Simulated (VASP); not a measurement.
Wanted: the native input for a VASP 6.6.1 run.

* Task: relaxation of cell and atoms
* Functional: PBE
* Potentials or basis: VASP PAW PBE potentials, release 64 (Zr_sv, In_d, S)
* Cutoff: 600 eV
* k mesh: 12 × 12 × 4
* Occupations: gaussian, width 0.1 eV
* Spin: no spin polarisation
* Dipole correction: no
* Further INCAR settings: ALGO = Normal; EDIFF = 1e-06; IBRION = 2; EDIFFG = -0.01; NSW = 100; ISIF = 3

The structure of ZrIn2S2 lies in POSCAR:

```
ZrIn2S2
1.0
    3.5716471779      0.0000000000      0.0000000000
   -1.7858235890      3.0931371894      0.0000000000
    0.0000000000      0.0000000000     11.1171593925
Zr In S
1 2 2
Direct
    0.0000000000      0.0000000000      0.0000000000
    0.3333333333      0.6666666667      0.3849282672
    0.6666666667      0.3333333333      0.6150717328
    0.3333333333      0.6666666667      0.8603132547
    0.6666666667      0.3333333333      0.1396867453
```

The cell was generated, and may not be a known phase.

One way to write it, as run:

INCAR

```
SYSTEM = ZrIn2S2
PREC = Accurate
ENCUT = 600
EDIFF = 1E-6
ISMEAR = 0
SIGMA = 0.1
LREAL = .False.
LASPH = .True.
NELM = 80
ALGO = Normal
ISIF = 3
LWAVE = .False.
LCHARG = .False.
GGA = PE
IBRION = 2
NSW = 100
EDIFFG = -0.01
```

KPOINTS

```
Automatic mesh
0
Gamma
  12 12 4
  0 0 0
```

Potentials or basis: VASP PAW PBE potentials, release 64 (Zr_sv, In_d, S).

Launch:

```bash
$ cat potpaw_PBE.64/Zr_sv/POTCAR potpaw_PBE.64/In_d/POTCAR potpaw_PBE.64/S/POTCAR > POTCAR
$ mpirun -np 1 vasp_std > vasp.out
```

It gave:

```yaml
Relaxed_volume: 24.40 Å³/atom
Relaxed_cell: a = 3.548 Å, b = 3.548 Å, c = 11.192 Å, α = 90.00°, β = 90.00°, γ = 120.00°
Space_group_after_relaxing_to_0.1_Å: P-3m1 (No. 164)
Energy_gained_by_relaxing: 3.1 meV/atom
Ionic_steps: 22
Pressure_after_relaxing: 0.0 GPa
Largest_force_after_relaxing: 0.007 eV/Å
Band_gap_on_the_k_mesh: zero (bands 25 and 26 overlap by 1.42 eV)
```

Caveat: spin-orbit coupling is left out, which moves the levels of the heavy elements.

Wall time 45 min on 1 thread of Intel(R) Xeon(R) 6975P-C (Granite Rapids) (shared host), peak memory 0.51 GiB.
